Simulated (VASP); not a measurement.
# Os (P6/mmm) in VASP: a series of runs

The runs below take Os through single point, relaxation of cell and atoms, with revPBE.

Everything below comes from runs of VASP 6.6.1. Logs are shortened: lines on timing, memory, paths and dates and some standing lists are left out, and cuts for length are marked.

## 1. The cell of the first run

Symmetry: P6/mmm, No. 191, hexagonal system. The conventional cell has a = 4.391 Å, b = 4.391 Å, c = 2.765 Å, α = 90.00°, β = 90.00°, γ = 120.00°. Within 3.6 Å of Os (site symmetry 6/mmm) lie 14 Os at 2.76 to 2.89 Å. Within 3.3 Å of Os (site symmetry -6m2) lie 11 Os at 2.54 to 2.89 Å.

This isn't the form of Os at room conditions, which is hcp.

## 2. Single point, revPBE (15.39 Å³/atom)

File INCAR:

```
PREC = Accurate ; ENCUT = 520
EDIFF = 1E-7 ; ISMEAR = -1
SIGMA = 0.1 ; LREAL = F
LASPH = T ; NELM = 80
ALGO = Normal ; ISIF = 2
LWAVE = F ; LCHARG = F
GGA = RE ; NBANDS = 19
```

File KPOINTS:

```
regular mesh
0
Gamma
  10 10 13
```

File POSCAR:

```
Os
1.0
    4.3911819754      0.0000000000      0.0000000000
   -2.1955909877      3.8028751434      0.0000000000
    0.0000000000      0.0000000000      2.7647629049
Os
3
Direct
    1.0000000000      1.0000000000      0.0000000000
    0.3333333333      0.6666666667      0.5000000000
    0.6666666667      0.3333333333      0.5000000000
```

Potentials or basis: VASP PAW PBE potentials, release 64 (Os).

On the command line:

```
> cat potpaw_PBE.64/Os/POTCAR > POTCAR
> mpirun -np 1 vasp_std > vasp.out
```

OUTCAR:

```text
PREC = Accurate
   ENCUT = 520
   EDIFF = 1E-7
   ISMEAR = -1
   LREAL = F
   LASPH = T
   NELM = 80
   ISIF = 2
   GGA = RE

 ion  position               nearest neighbor table
   1  0.000  0.000  0.000-   2 2.89   3 2.89   2 2.89   3 2.89   3 2.89   3 2.89   2 2.89   2 2.89
                             3 2.89   3 2.89   2 2.89   2 2.89
   2  0.333  0.667  0.500-   3 2.54   3 2.54   3 2.54   1 2.89   1 2.89   1 2.89   1 2.89   1 2.89
                             1 2.89
   3  0.667  0.333  0.500-   2 2.54   2 2.54   2 2.54   1 2.89   1 2.89   1 2.89   1 2.89   1 2.89
                             1 2.89

  LATTYP: Found a hexagonal cell.
 ALAT       =     4.3911819754
 C/A-ratio  =     0.6296170189

  Lattice vectors:

 A1 = (   4.3911819754,   0.0000000000,   0.0000000000)
 A2 = (  -2.1955909877,   3.8028751434,   0.0000000000)
 A3 = (   0.0000000000,   0.0000000000,   2.7647629049)

Analysis of symmetry for initial positions (statically):
=====================================================================
 Subroutine PRICEL returns:
 Original cell was already a primitive cell.

 Routine SETGRP: Setting up the symmetry group for a
 hexagonal supercell.

 Subroutine GETGRP returns: Found 24 space group operations
 (whereof 24 operations were pure point group operations)
 out of a pool of 24 trial point group operations.

The static configuration has the point symmetry D_6h.

Analysis of symmetry for dynamics (positions and initial velocities):
=====================================================================
 Subroutine PRICEL returns:
 Original cell was already a primitive cell.

 Routine SETGRP: Setting up the symmetry group for a
 hexagonal supercell.

 Subroutine GETGRP returns: Found 24 space group operations
 (whereof 24 operations were pure point group operations)
 out of a pool of 24 trial point group operations.

The dynamic configuration has the point symmetry D_6h.

 Subroutine INISYM returns: Found 24 space group operations
 (whereof 24 operations are pure point group operations),
 and found     1 'primitive' translations

----------------------------------------------------------------------------------------

                                     Primitive cell

  volume of cell :      46.1691

  direct lattice vectors                    reciprocal lattice vectors
     4.391181975  0.000000000  0.000000000     0.227729118  0.131479468  0.000000000
    -2.195590988  3.802875143  0.000000000     0.000000000  0.262958936  0.000000000
     0.000000000  0.000000000  2.764762905     0.000000000  0.000000000  0.361694668

  length of vectors
     4.391181975  4.391181975  2.764762905     0.262958936  0.262958936  0.361694668

  position of ions in fractional coordinates (direct lattice)
     0.000000000  0.000000000  0.000000000
     0.333333333  0.666666667  0.500000000
     0.666666667  0.333333333  0.500000000

  ion indices of the primitive-cell ions
   primitive index   ion index
                 1           1
                 2           2
                 3           3

----------------------------------------------------------------------------------------

 KPOINTS: regular mesh

Automatic generation of k-mesh.
 Grid dimensions read from file:
 generate k-points for:   10   10   13

 Generating k-lattice:

  Cartesian coordinates                     Fractional coordinates (reciprocal lattice)
     0.022772912  0.013147947  0.000000000     0.100000000  0.000000000  0.000000000
     0.000000000  0.026295894  0.000000000     0.000000000  0.100000000  0.000000000
     0.000000000  0.000000000  0.027822667     0.000000000  0.000000000  0.076923077

  Length of vectors
     0.026295894  0.026295894  0.027822667

  Shift w.r.t. Gamma in fractional coordinates (k-lattice)
     0.000000000  0.000000000  0.000000000

 Subroutine IBZKPT returns following result:
 ===========================================

 Found     98 irreducible k-points:

 Following reciprocal coordinates:
            Coordinates               Weight
  0.000000  0.000000  0.000000      1.000000
  0.100000 -0.000000  0.000000      6.000000
  0.200000 -0.000000  0.000000      6.000000
  0.300000 -0.000000  0.000000      6.000000
  0.400000 -0.000000  0.000000      6.000000
  0.500000 -0.000000  0.000000      3.000000
[... 16 lines left out ...]
  0.300000  0.100000  0.076923     24.000000
  0.400000  0.100000  0.076923     24.000000
 [... further k-points ...]
   k-points           NKPTS =     98   k-points in BZ     NKDIM =     98   number of bands    NBANDS=     19
   number of dos      NEDOS =    301   number of ions     NIONS =      3
   total plane-waves  NPLWV =  31104
   dimension x,y,z NGX =    36 NGY =   36 NGZ =   24
   dimension x,y,z NGXF=    72 NGYF=   72 NGZF=   48
   ions per type =               3
   NGX,Y,Z   is equivalent  to a cutoff of  13.63, 13.63, 14.43 a.u.
   NGXF,Y,Z  is equivalent  to a cutoff of  27.26, 27.26, 28.86 a.u.
 SYSTEM =  unknown system
   PREC   = accura    normal or accurate (medium, high low for compatibility)
   ISTART =      0    job   : 0-new  1-cont  2-samecut
   ICHARG =      2    charge: 1-file 2-atom 10-const
   ISPIN  =      1    spin polarized calculation?
   LNONCOLLINEAR =      F non collinear calculations
   LSORBIT =      F    spin-orbit coupling
   LASPH  =      T    aspherical Exc in radial PAW
   ENCUT  =  520.0 eV  38.22 Ry    6.18 a.u.   8.16  8.16  5.14*2*pi/ulx,y,z
   NELM   =     80;   NELMIN=  2; NELMDL= -5     # of ELM steps
   EDIFF  = 0.1E-06   stopping-criterion for ELM
   LREAL  =      F    real-space projection
   EDIFFG = 0.1E-05   stopping-criterion for IOM
   NSW    =      0    number of steps for IOM
   IBRION =     -1    ionic relax: 0-MD 1-quasi-New 2-CG
   NFREE  =      0    steps in history (QN), initial steepest desc. (CG)
   ISIF   =      2    stress and relaxation
   ISYM   =      2    0-nonsym 1-usesym 2-fastsym
   POTIM  = 0.5000    time-step for ionic-motion
   TEBEG  =    0.0;   TEEND  =   0.0 temperature during run
   PSTRESS=    0.0 pullay stress
   NELECT =      24.0000    total number of electrons
   NUPDOWN=      -1.0000    fix difference up-down
   EMIN   =  10.00;   EMAX   =-10.00  energy-range for DOS
   EFERMI =   0.00;   METHOD = LEGACY
   ISMEAR =    -1;   SIGMA  =   0.10  broadening in eV -4-tet -1-fermi 0-gaus
   EFERMI_NEDOS =   21; number of points for ismear=-14 and -15
   IALGO  =     38    algorithm
   IMIX   =      4    mixing-type and parameters
     AMIX     =   0.40;   BMIX     =  1.00
     AMIX_MAG =   1.60;   BMIX_MAG =  1.00
  volume/ion in A,a.u.               =      15.39       103.85
  Fermi-wavevector in a.u.,A,eV,Ry     =   1.316320  2.487484 23.574788  1.732698
  Thomas-Fermi vector in A             =   2.446440
   LORBIT       =      0    0 simple, 1 ext, 2 COOP (PROOUT), +10 PAW based schemes
   GGA     = RE    functional components
   LHFCALC =     F    Hartree Fock is set to
   AEXX    =    0.0000 exact exchange contribution
   IVDW    =     0    specifies the selected vdW correction
   LEPSILON=     F    determine dielectric tensor
   LRPA    =     F    only Hartree local field effects (RPA)
 non-spin polarized calculation
  energy-cutoff  :      520.00
  volume of cell :       46.17
 maximum number of plane-waves:      1282
 NGX is ok and might be reduce to    36
   NGX = 17   NGY = 17   NGZ = 11

 number of electron      23.9999997 magnetization

 Free energy of the ion-electron system (eV)
  ---------------------------------------------------
  ext. energy  EPLUGINS =         0.00000000
  ---------------------------------------------------
  free energy    TOTEN  =       -31.13505813 eV

  energy without entropy =      -31.05101994  energy(sigma->0) =      -31.09303903

 E-fermi :   8.3105     XC(G=0): -13.4657

 val. band max:        8.2804864513   @ k =   0.4000   0.2000   0.2308
 cond. band min:       8.3147681937   @ k =   0.1000   0.1000   0.1538
 fundamental gap:      0.0342817423
 Fermi energy:         8.3104883187

 k-point     1 :       0.0000    0.0000    0.0000
  band No.  band energies     occupation
      1      -1.9285      2.00000
      2       1.9246      2.00000
      3       4.3236      2.00000
      4       4.4654      2.00000
      5       4.4654      2.00000
      6       4.5248      2.00000
[... 11 lines left out ...]
     18      16.4055      0.00000
     19      17.3707      0.00000

 k-point     2 :       0.1000   -0.0000    0.0000
  band No.  band energies     occupation
      1      -1.7739      2.00000
      2       1.9756      2.00000
      3       3.6344      2.00000
      4       4.0528      2.00000
      5       4.1592      2.00000
      6       4.9044      2.00000
[... 11 lines left out ...]
     18      15.7330      0.00000
     19      15.7466      0.00000

 k-point     3 :       0.2000   -0.0000    0.0000
  band No.  band energies     occupation
      1      -1.3255      2.00000
      2       2.0499      2.00000
      3       2.8644      2.00000
      4       3.6682      2.00000
      5       3.7907      2.00000
      6       4.9112      2.00000
[... 11 lines left out ...]
     18      14.1404      0.00000
     19      15.8343      0.00000

 k-point     4 :       0.3000   -0.0000    0.0000
  band No.  band energies     occupation
      1      -0.6310      2.00000
      2       1.7639      2.00000
      3       2.5482      2.00000
      4       3.2453      2.00000
      5       3.6929      2.00000
      6       4.6761      2.00000
[... 11 lines left out ...]
     18      12.6333      0.00000
     19      16.2235      0.00000

 k-point     5 :       0.4000   -0.0000    0.0000
  band No.  band energies     occupation
      1       0.2219      2.00000
      2       1.3599      2.00000
      3       2.0393      2.00000
      4       3.3787      2.00000
      5       3.7138      2.00000
      6       4.2845      2.00000
[... 11 lines left out ...]
     18      11.3063      0.00000
     19      16.5169      0.00000

 k-point     6 :       0.5000   -0.0000    0.0000
  band No.  band energies     occupation
      1       0.9243      2.00000
      2       1.2626      2.00000
      3       1.3663      2.00000
      4       3.7492      2.00000
      5       3.8071      2.00000
      6       3.8234      2.00000
[... 11 lines left out ...]
     18      10.6077      0.00000
     19      16.6290      0.00000

 k-point     7 :       0.1000    0.1000    0.0000
  band No.  band energies     occupation
      1      -1.4728      2.00000
      2       2.0461      2.00000
      3       3.1809      2.00000
      4       3.3288      2.00000
      5       4.2769      2.00000
      6       4.9109      2.00000
[... 11 lines left out ...]
     18      14.2889      0.00000
     19      16.1050      0.00000

 k-point     8 :       0.2000    0.1000    0.0000
  band No.  band energies     occupation
      1      -0.9047      2.00000
      2       1.9574      2.00000
      3       2.5957      2.00000
      4       3.0544      2.00000
      5       4.0772      2.00000
      6       4.8857      2.00000
[... 256 lines left out ...]
 k-point    20 :       0.5000   -0.0000    0.0769
  band No.  band energies     occupation
      1       1.0713      2.00000
      2       1.3989      2.00000
      3       1.4869      2.00000
      4       3.7173      2.00000
      5       3.8621      2.00000
      6       3.9401      2.00000
[... 11 lines left out ...]
     18      10.6174      0.00000
     19      16.5707      0.00000

 k-point    21 :       0.1000    0.1000    0.0769
  band No.  band energies     occupation
      1      -1.3137      2.00000
      2       2.2345      2.00000
      3       3.2120      2.00000
      4       3.2809      2.00000
      5       4.3542      2.00000
      6       4.7649      2.00000
[... 11 lines left out ...]
     18      14.4082      0.00000
     19      16.0572      0.00000

 k-point    22 :       0.2000    0.1000    0.0769
  band No.  band energies     occupation
      1      -0.7518      2.00000
      2       2.1165      2.00000
      3       2.6907      2.00000
      4       3.0577      2.00000
      5       4.1228      2.00000
      6       4.9199      2.00000
[... 11 lines left out ...]
     18      13.1267      0.00000
     19      16.5804      0.00000

 k-point    23 :       0.3000    0.1000    0.0769
  band No.  band energies     occupation
      1       0.0025      2.00000
      2       1.6572      2.00000
      3       2.3225      2.00000
      4       3.2586      2.00000
      5       3.9225      2.00000
      6       4.6644      2.00000
[... 11 lines left out ...]
     18      11.9113      0.00000
     19      16.9196      0.00000

 k-point    24 :       0.4000    0.1000    0.0769
  band No.  band energies     occupation
      1       0.8039      2.00000
      2       1.3797      2.00000
      3       1.7511      2.00000
      4       3.6833      2.00000
      5       3.8374      2.00000
      6       4.2112      2.00000
[... 11 lines left out ...]
     18      10.8763      0.00000
     19      17.1041      0.00000

 [... further k-points ...]

------------------------ aborting loop because EDIFF is reached ----------------------------------------

  FORCE on cell =-STRESS in cart. coord.  units (eV):
  Direction    XX          YY          ZZ          XY          YZ          ZX
  --------------------------------------------------------------------------------------
  -------------------------------------------------------------------------------------
  Total       -4.1586438     -4.1586438     -3.3544923      0.0000000     -0.0000000      0.0000000
  in kB     -144.3148128   -144.3148128   -116.4088475      0.0000000     -0.0000000      0.0000000
  external PRESSURE =    -135.0128244 kB  Pullay stress =       0.0000000 kB

 VOLUME and BASIS-vectors are now :
 -----------------------------------------------------------------------------
  energy-cutoff  :      520.00
  volume of cell :       46.17
      direct lattice vectors                 reciprocal lattice vectors
     4.391181975  0.000000000  0.000000000     0.227729118  0.131479468  0.000000000
    -2.195590988  3.802875143  0.000000000     0.000000000  0.262958936  0.000000000
     0.000000000  0.000000000  2.764762905     0.000000000  0.000000000  0.361694668

 POSITION                                       TOTAL-FORCE (eV/Angst)
 -----------------------------------------------------------------------------------
      0.00000      0.00000      0.00000         0.000000      0.000000     -0.000000
     -0.00000      2.53525      1.38238         0.000000      0.000000      0.000000
      2.19559      1.26763      1.38238        -0.000000      0.000000     -0.000000
 -----------------------------------------------------------------------------------
    total drift:                                0.000000      0.000000     -0.000000

  FREE ENERGIE OF THE ION-ELECTRON SYSTEM (eV)
  ---------------------------------------------------
  free  energy   TOTEN  =       -31.1350581264 eV

  energy  without entropy=      -31.0510199415  energy(sigma->0) =      -31.09303903
```

Run time: 32 s. Hardware: 1 thread of Intel Xeon 6975P-C (Granite Rapids), shared host; peak memory 0.22 GiB.

What came out:

```
Free energy            : -31.1351 eV
Pressure               : -13.5 GPa
Band gap on the k mesh : zero (bands 12 and 13 overlap by 2.28 eV)
```

Stress tensor (GPa, compression positive):
```
-14.43   0.00   0.00
  0.00 -14.43   0.00
  0.00   0.00 -11.64
```

Levels at points of the mesh, in eV from the Fermi level:
```
           k point  band 10  band 11  band 12  band 13  band 14  band 15
(0.00, 0.00, 0.00)    -2.18    -1.43    -1.43    -1.36    -1.36     2.12
(0.50, 0.00, 0.00)    -1.17    -1.14     0.10     0.29     1.08     1.09
```

Caveat: the cell stands under tension; the PAW data sets were made with another functional, which shifts forces and pressure a little; spin-orbit coupling is left out, which moves the levels of the heavy elements.

## 3. Single point, revPBE (15.98 Å³/atom)

This run uses another cell than the first one, of 15.98 Å³/atom.

File INCAR:

```
SYSTEM = Os
PREC = Accurate
ENCUT = 520
EDIFF = 1E-6
ISMEAR = -1
SIGMA = 0.1
LREAL = .FALSE.
LASPH = .TRUE.
NELM = 100
ALGO = Normal
ISIF = 2
LWAVE = .FALSE.
LCHARG = .FALSE.
GGA = RE
NBANDS = 19
```

File KPOINTS:

```
Automatic mesh
0
G
  10 10 13
  0 0 0
```

File POSCAR:

```
Os
1.0
    4.4467724588      0.0000000000      0.0000000000
   -2.2233862294      3.8510179142      0.0000000000
    0.0000000000      0.0000000000      2.7997636193
Os
3
Direct
    1.0000000000      1.0000000000      0.0000000000
    0.3333333333      0.6666666667      0.5000000000
    0.6666666667      0.3333333333      0.5000000000
```

Potentials or basis: VASP PAW PBE potentials, release 64 (Os).

On the command line:

```
> cat potpaw_PBE.64/Os/POTCAR > POTCAR
> mpirun -np 1 vasp_std > vasp.out
```

It took 32 s on 1 thread of Intel Xeon 6975P-C (Granite Rapids), shared host; peak memory 0.22 GiB.

The run converged. Its results:

| Item | Value |
| --- | --- |
| Free energy | -30.9280 eV |
| Pressure | -23.7 GPa |
| Band gap on the k mesh | zero (bands 12 and 13 overlap by 2.14 eV) |

Stress tensor (GPa, compression positive):
```
-25.13   0.00   0.00
  0.00 -25.13   0.00
  0.00   0.00 -20.90
```

Levels at points of the mesh, in eV from the Fermi level:
```tsv
k point	band 10	band 11	band 12	band 13	band 14	band 15
(0.00, 0.00, 0.00)	-2.06	-1.35	-1.35	-1.28	-1.28	1.98
(0.50, 0.00, 0.00)	-1.11	-1.07	0.14	0.26	1.01	1.02
```

Caveat: the cell stands under tension; the PAW data sets were made with another functional, which shifts forces and pressure a little; spin-orbit coupling is left out, which moves the levels of the heavy elements.

## 4. Single point, revPBE (16.57 Å³/atom)

This run uses another cell than the first one, of 16.57 Å³/atom.

File INCAR:

```
PREC = Accurate
ENCUT = 520
EDIFF = 1E-6
ISMEAR = -1
SIGMA = 0.1
LREAL = False
LASPH = True
NELM = 100
ALGO = Normal
ISIF = 2
LWAVE = False
LCHARG = True
GGA = RE
LELF = True
LVHAR = True
NBANDS = 19
```

File KPOINTS:

```
Automatic mesh
0
Gamma
  10 10 13
```

File POSCAR:

```
Os
1.0
    4.5010067363      0.0000000000      0.0000000000
   -2.2505033681      3.8979861762      0.0000000000
    0.0000000000      0.0000000000      2.8339104434
Os
3
Direct
    1.0000000000      1.0000000000      0.0000000000
    0.3333333333      0.6666666667      0.5000000000
    0.6666666667      0.3333333333      0.5000000000
```

On the command line:

```
> cat potpaw_PBE.64/Os/POTCAR > POTCAR
> mpirun -np 1 vasp_std > vasp.out
```

Wall time 32 s (1 thread of Intel Xeon 6975P-C (Granite Rapids), shared host); peak memory 0.22 GiB.

It converged, with:

* Free energy: -30.6206 eV
* Pressure: -31.7 GPa
* Band gap on the k mesh: zero (bands 12 and 13 overlap by 2.02 eV)

Stress tensor (GPa, compression positive):
```
-33.48   0.00   0.00
  0.00 -33.48   0.00
  0.00   0.00 -28.12
```

Levels at points of the mesh, in eV from the Fermi level:
```
           k point  band 9  band 10  band 11  band 12  band 13  band 14  band 15  band 16
(0.00, 0.00, 0.00)   -1.95    -1.95    -1.27    -1.27    -1.20    -1.20     1.85     1.85
(0.50, 0.00, 0.00)   -2.43    -1.05    -1.01     0.17     0.24     0.94     0.95     1.01
```

Caveat: the stress differs along the axes, from -33 to -28 GPa; the PAW data sets were made with another functional, which shifts forces and pressure a little; spin-orbit coupling is left out, which moves the levels of the heavy elements.

(Continued in part 2 of 2.)

The gap in the log of VASP goes by the Fermi energy; the results here count the filled bands.